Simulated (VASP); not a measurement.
Here is a VASP 6.6.1 calculation.

INCAR

```
SYSTEM = Mg
ALGO = Normal
EDIFF = 1E-7
ENCUT = 520
GGA = CA
ISIF = 2
ISMEAR = 0
LASPH = .TRUE.
LCHARG = .TRUE.
LELF = .TRUE.
LREAL = .FALSE.
LVHAR = .TRUE.
LWAVE = .FALSE.
NBANDS = 7
NELM = 100
PREC = Accurate
SIGMA = 0.15
```

KPOINTS

```
k-points
0
G
  18 18 16
  0 0 0
```

POSCAR

```
Mg
1.0
    3.0045453035      0.0000000000      0.0000000000
   -1.5022726518      2.6020125596      0.0000000000
    0.0000000000      0.0000000000      3.1361826971
Mg
1
Direct
    0.0000000000      0.0000000000      0.0000000000
```

Potentials or basis: VASP PAW LDA potentials, release 64 (Mg).

The run is started by

```console
$ cat potpaw_LDA.64/Mg/POTCAR > POTCAR
$ mpirun -np 1 vasp_std > vasp.out
```

**Question.** Estimate the pressure.

**Answer.** -0.3 GPa.

**Question.** What does it give for the band gap on the k mesh?

**Answer.** Zero (bands 1 and 2 overlap by 5.25 eV).

Stress tensor (GPa, compression positive):
```
 0.61  0.00  0.00
 0.00  0.61  0.00
 0.00  0.00 -2.15
```

Caveat: the cell differs from its parent crystal (strain -0.015 along x and y, +0.030 along z).
